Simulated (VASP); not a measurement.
# MoSe (F-43m) in VASP: single point with r2SCAN

Aim: the single point of MoSe with r2SCAN.

Everything below comes from runs of VASP 6.6.1. Logs are shortened: lines on timing, memory, paths and dates and some standing lists are left out, and cuts for length are marked.

**1. The cell of the first run**

It takes space group F-43m (No. 216, cubic). The conventional cell has a = 5.663 Å, b = 5.663 Å, c = 5.663 Å, α = 90.00°, β = 90.00°, γ = 90.00°. Mo (site symmetry -43m) has 4 Se at 2.45 Å within 3.2 Å. Within 3.2 Å of Se (site symmetry -43m) lie 4 Mo at 2.45 Å.

**2. Single point, r2SCAN, collinear spin**

POSCAR

```
MoSe
1.0
    0.0000000000      2.8314484773      2.8314484773
    5.6628969546      2.8314484773      2.8314484773
    5.6628969546      5.6628969546      0.0000000000
Mo Se
2 2
Direct
    0.0000000000      0.0000000000      0.0000000000
    0.0000000000      0.0000000000      0.5000000000
    0.2500000000      0.2500000000      0.0000000000
    0.2500000000      0.2500000000      0.5000000000
```

INCAR.step1

```
SYSTEM = MoSe
PREC = Accurate
ENCUT = 520
ISMEAR = 0
SIGMA = 0.05
LREAL = .False.
LASPH = .True.
NELM = 150
ISPIN = 2
MAGMOM = 3 -3 0 0
LMAXMIX = 4
NBANDS = 32
GGA = PE
ALGO = Normal
EDIFF = 1E-4
LWAVE = .True.
LCHARG = .False.
```

INCAR.step2

```
SYSTEM = MoSe
PREC = Accurate
ENCUT = 520
EDIFF = 1E-6
ISMEAR = 0
SIGMA = 0.05
LREAL = .False.
LASPH = .True.
NELM = 150
ALGO = Normal
ISIF = 2
LWAVE = .False.
LCHARG = .False.
ISPIN = 2
MAGMOM = 3 -3 0 0
LORBIT = 11
LMAXMIX = 4
METAGGA = R2SCAN
LMIXTAU = .True.
NBANDS = 32
ISTART = 1
```

KPOINTS

```
Automatic mesh
0
Gamma
  10 10 5
  0 0 0
```

Potentials or basis: VASP PAW PBE potentials, release 64 (Mo_sv, Se).

Started as:

```bash
cat potpaw_PBE.64/Mo_sv/POTCAR potpaw_PBE.64/Se/POTCAR > POTCAR
cp INCAR.step1 INCAR
mpirun -np 1 vasp_std > vasp.out
cp INCAR.step2 INCAR
mpirun -np 1 vasp_std > vasp.out
```

OUTCAR:

```text
SYSTEM = MoSe
   PREC = Accurate
   ENCUT = 520
   EDIFF = 1E-6
   ISMEAR = 0
   LREAL = .False.
   LASPH = .True.
   NELM = 150
   ISIF = 2
   ISPIN = 2
   LORBIT = 11
   METAGGA = R2SCAN
   ISTART = 1

 ion  position               nearest neighbor table
   1  0.000  0.000  0.000-   4 2.45   3 2.45   3 2.45   4 2.45
   2  0.000  0.000  0.500-   3 2.45   4 2.45   4 2.45   3 2.45
   3  0.250  0.250  0.000-   1 2.45   2 2.45   1 2.45   2 2.45
   4  0.250  0.250  0.500-   2 2.45   1 2.45   1 2.45   2 2.45

  LATTYP: Found a simple tetragonal cell.
 ALAT       =     4.0042728378
 C/A-ratio  =     1.4142135624

  Lattice vectors:

 A1 = (   0.0000000000,  -2.8314484773,   2.8314484773)
 A2 = (   0.0000000000,  -2.8314484773,  -2.8314484773)
 A3 = (   5.6628969546,   0.0000000000,   0.0000000000)

Analysis of symmetry for initial positions (statically):
=====================================================================
 Subroutine PRICEL returns following result:

  LATTYP: Found a face centered cubic cell.
 ALAT       =     5.6628969546

  Lattice vectors:

 A1 = (  -2.8314484773,   2.8314484773,  -0.0000000000)
 A2 = (  -2.8314484773,   0.0000000000,   2.8314484773)
 A3 = (   0.0000000000,   2.8314484773,   2.8314484773)

   2 primitive cells build up your supercell.

 Routine SETGRP: Setting up the symmetry group for a
 simple tetragonal supercell.

 Subroutine GETGRP returns: Found  8 space group operations
 (whereof  8 operations were pure point group operations)
 out of a pool of 16 trial point group operations.

The static configuration has the point symmetry D_2d.

Analysis of symmetry for dynamics (positions and initial velocities):
=====================================================================
 Subroutine PRICEL returns following result:

  LATTYP: Found a face centered cubic cell.
 ALAT       =     5.6628969546

  Lattice vectors:

 A1 = (  -2.8314484773,   2.8314484773,  -0.0000000000)
 A2 = (  -2.8314484773,   0.0000000000,   2.8314484773)
 A3 = (   0.0000000000,   2.8314484773,   2.8314484773)

   2 primitive cells build up your supercell.

 Routine SETGRP: Setting up the symmetry group for a
 simple tetragonal supercell.

 Subroutine GETGRP returns: Found  8 space group operations
 (whereof  8 operations were pure point group operations)
 out of a pool of 16 trial point group operations.

The dynamic configuration has the point symmetry D_2d.

Analysis of structural, dynamic, and magnetic symmetry:
=====================================================================
 Subroutine PRICEL returns following result:

  LATTYP: Found a face centered cubic cell.
 ALAT       =     5.6628969546

  Lattice vectors:

 A1 = (  -2.8314484773,   2.8314484773,  -0.0000000000)
 A2 = (  -2.8314484773,   0.0000000000,   2.8314484773)
 A3 = (   0.0000000000,   2.8314484773,   2.8314484773)

   2 primitive cells build up your supercell.

 Routine SETGRP: Setting up the symmetry group for a
 simple tetragonal supercell.

 Subroutine GETGRP returns: Found  8 space group operations
 (whereof  8 operations were pure point group operations)
 out of a pool of 16 trial point group operations.

The overall configuration has the point symmetry D_2d.

 Subroutine INISYM returns: Found  8 space group operations
 (whereof  8 operations are pure point group operations),
 and found     2 'primitive' translations

----------------------------------------------------------------------------------------

                                     Primitive cell

  volume of cell :      45.4000

  direct lattice vectors                    reciprocal lattice vectors
    -2.831448477  2.831448477 -0.000000000    -0.176588062  0.176588062 -0.176588062
    -2.831448477  0.000000000  2.831448477    -0.176588062 -0.176588062  0.176588062
     0.000000000  2.831448477  2.831448477     0.176588062  0.176588062  0.176588062

  length of vectors
     4.004272838  4.004272838  4.004272838     0.305859496  0.305859496  0.305859496

  position of ions in fractional coordinates (direct lattice)
     0.000000000  0.000000000  0.000000000
     0.750000000  0.750000000  0.750000000

  ion indices of the primitive-cell ions
   primitive index   ion index
                 1           1
                 2           3

----------------------------------------------------------------------------------------

 KPOINTS: Automatic mesh

Automatic generation of k-mesh.
 Grid dimensions read from file:
 generate k-points for:   10   10    5

 Generating k-lattice:

  Cartesian coordinates                     Fractional coordinates (reciprocal lattice)
    -0.017658806  0.017658806  0.017658806     0.100000000  0.000000000  0.000000000
     0.017658806 -0.017658806  0.017658806     0.000000000  0.100000000  0.000000000
     0.000000000  0.035317612 -0.035317612     0.000000000  0.000000000  0.200000000

  Length of vectors
     0.030585950  0.030585950  0.049946647

  Shift w.r.t. Gamma in fractional coordinates (k-lattice)
     0.000000000  0.000000000  0.000000000

 Subroutine IBZKPT returns following result:
 ===========================================

 Found     63 irreducible k-points:

 Following reciprocal coordinates:
            Coordinates               Weight
  0.000000  0.000000  0.000000      1.000000
  0.100000  0.000000  0.000000      8.000000
  0.200000  0.000000  0.000000      8.000000
  0.300000  0.000000  0.000000      8.000000
  0.400000  0.000000  0.000000      8.000000
  0.500000  0.000000  0.000000      2.000000
[... 16 lines left out ...]
  0.300000  0.300000  0.000000      4.000000
  0.400000  0.300000  0.000000     16.000000
 [... further k-points ...]
   k-points           NKPTS =     63   k-points in BZ     NKDIM =     63   number of bands    NBANDS=     32
   number of dos      NEDOS =    301   number of ions     NIONS =      4
   total plane-waves  NPLWV =  97200
   dimension x,y,z NGX =    30 NGY =   54 NGZ =   60
   dimension x,y,z NGXF=    60 NGYF=  108 NGZF=  120
   ions per type =               2   2
   NGX,Y,Z   is equivalent  to a cutoff of  12.46, 12.94, 12.46 a.u.
   NGXF,Y,Z  is equivalent  to a cutoff of  24.91, 25.89, 24.91 a.u.
 SYSTEM =  MoSe
   PREC   = accura    normal or accurate (medium, high low for compatibility)
   ISTART =      1    job   : 0-new  1-cont  2-samecut
   ICHARG =      0    charge: 1-file 2-atom 10-const
   ISPIN  =      2    spin polarized calculation?
   LNONCOLLINEAR =      F non collinear calculations
   LSORBIT =      F    spin-orbit coupling
   LASPH  =      T    aspherical Exc in radial PAW
   ENCUT  =  520.0 eV  38.22 Ry    6.18 a.u.   7.45 12.90 14.89*2*pi/ulx,y,z
   NELM   =    150;   NELMIN=  2; NELMDL=  0     # of ELM steps
   EDIFF  = 0.1E-05   stopping-criterion for ELM
   LREAL  =      F    real-space projection
   EDIFFG = 0.1E-04   stopping-criterion for IOM
   NSW    =      0    number of steps for IOM
   IBRION =     -1    ionic relax: 0-MD 1-quasi-New 2-CG
   NFREE  =      0    steps in history (QN), initial steepest desc. (CG)
   ISIF   =      2    stress and relaxation
   ISYM   =      2    0-nonsym 1-usesym 2-fastsym
   POTIM  = 0.5000    time-step for ionic-motion
   TEBEG  =    0.0;   TEEND  =   0.0 temperature during run
   PSTRESS=    0.0 pullay stress
   NELECT =      40.0000    total number of electrons
   NUPDOWN=      -1.0000    fix difference up-down
   EMIN   =  10.00;   EMAX   =-10.00  energy-range for DOS
   EFERMI =   0.00;   METHOD = LEGACY
   ISMEAR =     0;   SIGMA  =   0.05  broadening in eV -4-tet -1-fermi 0-gaus
   EFERMI_NEDOS =   21; number of points for ismear=-14 and -15
   IALGO  =     38    algorithm
   IMIX   =      4    mixing-type and parameters
     AMIX     =   0.40;   BMIX     =  1.00
     AMIX_MAG =   1.60;   BMIX_MAG =  1.00
  volume/ion in A,a.u.               =      22.70       153.19
  Fermi-wavevector in a.u.,A,eV,Ry     =   1.245660  2.353956 21.111734  1.551669
  Thomas-Fermi vector in A             =   2.379872
   LORBIT       =     11    0 simple, 1 ext, 2 COOP (PROOUT), +10 PAW based schemes
   METAGGA = R2SCAN    functional components
   LHFCALC =     F    Hartree Fock is set to
   AEXX    =    0.0000 exact exchange contribution
   IVDW    =     0    specifies the selected vdW correction
   LEPSILON=     F    determine dielectric tensor
   LRPA    =     F    only Hartree local field effects (RPA)
 spin polarized calculation
 Gauss-broadening in eV      SIGMA  =   0.05
  energy-cutoff  :      520.00
  volume of cell :       90.80
 maximum number of plane-waves:      2477
 NGX is ok and might be reduce to    30
   NGX = 15   NGY = 25   NGZ = 29

 number of electron      39.9999999 magnetization       0.0000000

 number of electron      39.9999999 magnetization      -0.0000000

 Free energy of the ion-electron system (eV)
  ---------------------------------------------------
  ext. energy  EPLUGINS =         0.00000000
  ---------------------------------------------------
  free energy    TOTEN  =       -79.31114412 eV

  energy without entropy =      -79.30766842  energy(sigma->0) =      -79.30940627

 E-fermi :   6.4870     XC(G=0): -10.8627

 val. band max:        6.4469797485   @ k =   0.3000   0.0000   0.0000
 cond. band min:       6.4872420522   @ k =   0.5000   0.4000   0.0000
 fundamental gap:      0.0402623037
 Fermi energy:         6.4870276834

 spin component 1

 k-point     1 :       0.0000    0.0000    0.0000
  band No.  band energies     occupation
      1     -57.0796      1.00000
      2     -55.8392      1.00000
      3     -30.6168      1.00000
      4     -30.6168      1.00000
      5     -30.5973      1.00000
      6     -29.2313      1.00000
[... 24 lines left out ...]
     31      14.3234      0.00000
     32      14.3324      0.00000

 k-point     2 :       0.1000    0.0000    0.0000
  band No.  band energies     occupation
      1     -57.0794      1.00000
      2     -55.8391      1.00000
      3     -30.6202      1.00000
      4     -30.6166      1.00000
      5     -30.5965      1.00000
      6     -29.2311      1.00000
[... 24 lines left out ...]
     31      14.4210      0.00000
     32      14.4294      0.00000
[... 733 lines left out ...]
     31      14.9951      0.00000
     32      15.7687      0.00000

 k-point    24 :       0.4000    0.3000    0.0000
  band No.  band energies     occupation
      1     -57.0778      1.00000
      2     -55.8375      1.00000
      3     -30.6456      1.00000
      4     -30.6371      1.00000
      5     -30.5887      1.00000
      6     -29.2302      1.00000
[... 24 lines left out ...]
     31      15.5287      0.00000
     32      15.9633      0.00000

 [... further k-points ...]

 spin component 2

 k-point     1 :       0.0000    0.0000    0.0000
  band No.  band energies     occupation
      1     -57.0796      1.00000
      2     -55.8392      1.00000
      3     -30.6168      1.00000
      4     -30.6168      1.00000
      5     -30.5973      1.00000
      6     -29.2313      1.00000
[... 24 lines left out ...]
     31      14.3234      0.00000
     32      14.3324      0.00000

 k-point     2 :       0.1000    0.0000    0.0000
  band No.  band energies     occupation
      1     -57.0794      1.00000
      2     -55.8391      1.00000
      3     -30.6202      1.00000
      4     -30.6166      1.00000
      5     -30.5965      1.00000
      6     -29.2311      1.00000
[... 24 lines left out ...]
     31      14.4210      0.00000
     32      14.4294      0.00000
[... 733 lines left out ...]
     31      14.9951      0.00000
     32      15.7687      0.00000

 k-point    24 :       0.4000    0.3000    0.0000
  band No.  band energies     occupation
      1     -57.0778      1.00000
      2     -55.8375      1.00000
      3     -30.6456      1.00000
      4     -30.6371      1.00000
      5     -30.5887      1.00000
      6     -29.2302      1.00000
[... 24 lines left out ...]
     31      15.5287      0.00000
     32      15.9633      0.00000

 [... further k-points ...]
[... 5 lines left out ...]
  --------------------------------------------------------------------------------------
  -------------------------------------------------------------------------------------
  Total        0.9776570      0.9673067      0.9673067      0.0000000      0.0000000      0.0000000
  in kB       17.2508745     17.0682426     17.0682426      0.0000000      0.0000000      0.0000000
  external PRESSURE =      17.1291199 kB  Pullay stress =       0.0000000 kB

 VOLUME and BASIS-vectors are now :
 -----------------------------------------------------------------------------
  energy-cutoff  :      520.00
  volume of cell :       90.80
      direct lattice vectors                 reciprocal lattice vectors
     0.000000000  2.831448477  2.831448477    -0.176588062  0.176588062  0.176588062
     5.662896955  2.831448477  2.831448477     0.176588062 -0.176588062  0.176588062
     5.662896955  5.662896955  0.000000000     0.000000000  0.176588062 -0.176588062

 POSITION                                       TOTAL-FORCE (eV/Angst)
 -----------------------------------------------------------------------------------
      0.00000      0.00000      0.00000        -0.000000      0.000000      0.000000
      2.83145      2.83145      0.00000        -0.000000      0.000000      0.000000
      1.41572      1.41572      1.41572         0.000000     -0.000000     -0.000000
      4.24717      4.24717      1.41572        -0.000000     -0.000000     -0.000000
 -----------------------------------------------------------------------------------
    total drift:                                0.000007     -0.000010     -0.000007

  FREE ENERGIE OF THE ION-ELECTRON SYSTEM (eV)
  ---------------------------------------------------
  free  energy   TOTEN  =       -79.3111441218 eV

  energy  without entropy=      -79.3076684180  energy(sigma->0) =      -79.30940627

 total charge

# of ion       s       p       d       tot
------------------------------------------
    1        2.255   6.107   4.046  12.408
    2        2.255   6.107   4.046  12.408
    3        1.425   2.479   0.132   4.035
    4        1.425   2.479   0.132   4.035
--------------------------------------------------
tot          7.359  17.172   8.356  32.887

 magnetization (x)

# of ion       s       p       d       tot
------------------------------------------
    1        0.017   0.015   1.489   1.520
    2       -0.017  -0.015  -1.489  -1.520
    3        0.000   0.000   0.000   0.000
    4        0.000   0.000   0.000   0.000
--------------------------------------------------
tot          0.000   0.000   0.000   0.000
```

It took 69 min on 1 thread of Intel Xeon 8259CL, shared host; peak memory 0.57 GiB.

Results:

| Item | Value |
| --- | --- |
| Free energy | -79.3111 eV |
| Pressure | 1.7 GPa |
| Band gap on the k mesh | zero (filled and empty bands overlap) |
| Net moment | 0.00 μB per cell |
| Site moments | Mo +1.52, -1.52; Se +0.00 μB |
| Valence electrons inside the program's atomic spheres | Mo 12.41; Se 4.04 |

Caveat: the PAW data sets were made with another functional, which shifts forces and pressure a little.
